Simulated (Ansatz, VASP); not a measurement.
# One calculation of Cu, two programs

INCAR

```
PREC = Accurate
ENCUT = 820
EDIFF = 1E-6
ISMEAR = 0
SIGMA = 0.014
LREAL = F
LASPH = T
NELM = 120
ALGO = Normal
ISIF = 2
LWAVE = F
LCHARG = T
GGA = PE
LELF = T
LVHAR = T
NBANDS = 16
GGA_COMPAT = F
```

KPOINTS

```
Automatic mesh
0
Gamma
  13 13 13
```

File POSCAR:

```
Cu
1.0
   -1.4427933200      1.4427933200      1.3760814500
    1.4427933200     -1.4427933200      1.3760814500
    1.4427933200      1.4427933200     -1.3760814500
Cu
1
Direct
    0.0000000000      0.0000000000      0.0000000000
```

File input.yaml:

```yaml
crystal:
  lattice:
    - [-1.44279332, 1.44279332, 1.37608145]
    - [1.44279332, -1.44279332, 1.37608145]
    - [1.44279332, 1.44279332, -1.37608145]
  atoms:
    - { symbol: Cu, position: [0.0, 0.0, 0.0] }
hamiltonian:
  xc: pbe
  pseudopotentials: { kind: paw }
kpoints:
  mp_grid: { grid: [13, 13, 13] }
scf:
  occupations: { method: gaussian, width: 0.014 }
output:
  forces: true
  stress: true
  eigenvalues: true
```

Alike in both runs: task single point; functional PBE; k mesh 13 × 13 × 13; occupations gaussian, width 0.014 eV; no spin polarisation.

|  | VASP | Ansatz |
| --- | --- | --- |
| version | VASP 6.6.1 | Ansatz 0.2.0 |
| potentials or method | VASP PAW PBE potentials, release 64 (Cu_sv_GW) | Ansatz PAW |
| plane-wave cutoff (eV) | 820 | 420 |
| valence electrons in the cell | 19 | 19 |

```tsv
	VASP	Ansatz	Ansatz less VASP
gap on the k mesh at the Fermi level (eV)	none	none	-
pressure (GPa)	5.9	7.2	+1.32
traceless stress, the component that is largest in VASP (GPa)	0.20	0.20	-0.006
```

A gap of «none» marks a metal or a gap that the smearing closes.
